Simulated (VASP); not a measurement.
A run of VASP 6.6.1:

File INCAR:

```
PREC = Accurate ; ENCUT = 500
EDIFF = 1E-6 ; ISMEAR = 0
SIGMA = 0.02 ; LREAL = F
LASPH = T ; NELM = 120
ALGO = Normal ; ISIF = 2
LWAVE = F ; LCHARG = T
GGA = PE ; LELF = T
LVHAR = T ; NBANDS = 15
GGA_COMPAT = F
```

The input KPOINTS:

```
Automatic mesh
0
Gamma
  6 6 6
```

File POSCAR:

```
RbBr
1.0
    0.0000000000      3.5408817000      3.5408817000
    3.5408817000      0.0000000000      3.5408817000
    3.5408817000      3.5408817000      0.0000000000
Rb Br
1 1
Direct
    0.0000000000      0.0000000000      0.0000000000
    0.5000000000      0.5000000000      0.5000000000
```

Potentials or basis: VASP PAW PBE potentials, release 64 (Rb_sv, Br).

Launch:

```sh
$ cat potpaw_PBE.64/Rb_sv/POTCAR potpaw_PBE.64/Br/POTCAR > POTCAR
$ mpirun -np 1 vasp_std > vasp.out
```

Hardware: 1 thread of Intel Xeon 8259CL, on a shared host.

Problem. Estimate the wall time of this run.

Solution. Run time: 52 s on 1 thread of Intel Xeon 8259CL (shared host), peak memory 0.24 GiB. Counts: scf iterations 13, k points 16.
